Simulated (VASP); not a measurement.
**Fe: single point with r2SCAN**

Crystal: Fe.

```
Fe
1.0
    -1.43455    1.43455    1.43455
     1.43455   -1.43455    1.43455
     1.43455    1.43455   -1.43455
Fe
1
Direct
  0.00000 0.00000 0.00000
```

* Program: VASP 6.6.1
* Task: single point
* Functional: r2SCAN
* Potentials or basis: VASP PAW PBE potentials, release 64 (Fe)
* Cutoff: 520 eV
* k mesh: 15 × 15 × 15
* Occupations: fermi-dirac, width 0.01 eV
* Spin: collinear spin, ferromagnetic start
* Starting moments: [2.804] μB
* Dipole correction: no
* Further INCAR settings: ALGO = Normal; EDIFF = 1e-06; NBANDS = 14

| Property | Result |
| --- | --- |
| Pressure | -0.3 GPa |
| Net moment | 2.68 μB per cell |
| Site moments | Fe +2.75 μB |
| Valence electrons inside the program's atomic spheres | Fe 7.19 |

Levels at points of the mesh, in eV from the Fermi level:
Spin up:
```csv
k point,band 3,band 4,band 5,band 6,band 7,band 8
"(0.00, 0.00, 0.00)",-3.10,-3.10,-1.89,-1.89,25.59,25.59
```
Spin down:
| k point | band 1 | band 2 | band 3 | band 4 | band 5 | band 6 | band 7 | band 8 |
| --- | --- | --- | --- | --- | --- | --- | --- | --- |
| (0.00, 0.00, 0.00) | -9.11 | 0.38 | 0.38 | 0.38 | 2.55 | 2.55 | 25.24 | 25.24 |

Run time: 74 s on 1 thread of Intel(R) Xeon(R) 6975P-C (Granite Rapids) (shared host), peak memory 0.14 GiB.

Caveat: the PAW data sets were made with another functional, which shifts forces and pressure a little.
